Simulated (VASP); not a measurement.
Here is a VASP 6.6.1 calculation.

The input INCAR:

```
SYSTEM = NaCl
  ALGO = Normal
  EDIFF = 1E-6
  EDIFFG = -0.005
  ENCUT = 600
  GGA = PE
  IBRION = 2
  ISIF = 3
  ISMEAR = 0
  LASPH = .TRUE.
  LCHARG = .FALSE.
  LREAL = .FALSE.
  LWAVE = .FALSE.
  NELM = 60
  NSW = 100
  PREC = Accurate
  SIGMA = 0.02
```

Contents of KPOINTS:

```
k-points
0
G
  8 8 8
  0 0 0
```

The input POSCAR:

```
NaCl
1.0
    0.0000000000      2.8100000000      2.8100000000
    2.8100000000      0.0000000000      2.8100000000
    2.8100000000      2.8100000000      0.0000000000
Na Cl
1 1
Direct
    0.0000000000      0.0000000000      0.0000000000
    0.5000000000      0.5000000000      0.5000000000
```

Potentials or basis: VASP PAW PBE potentials, release 64 (Na_pv, Cl).

The run is started by

```console
$ cat potpaw_PBE.64/Na_pv/POTCAR potpaw_PBE.64/Cl/POTCAR > POTCAR
$ mpirun -np 1 vasp_std > vasp.out
```

(1) Estimate the space group after relaxing (to 0.05 Å).

(2) Estimate the band gap on the k mesh.

Results:

(1) Fm-3m (No. 225).

(2) 4.99 eV, direct.
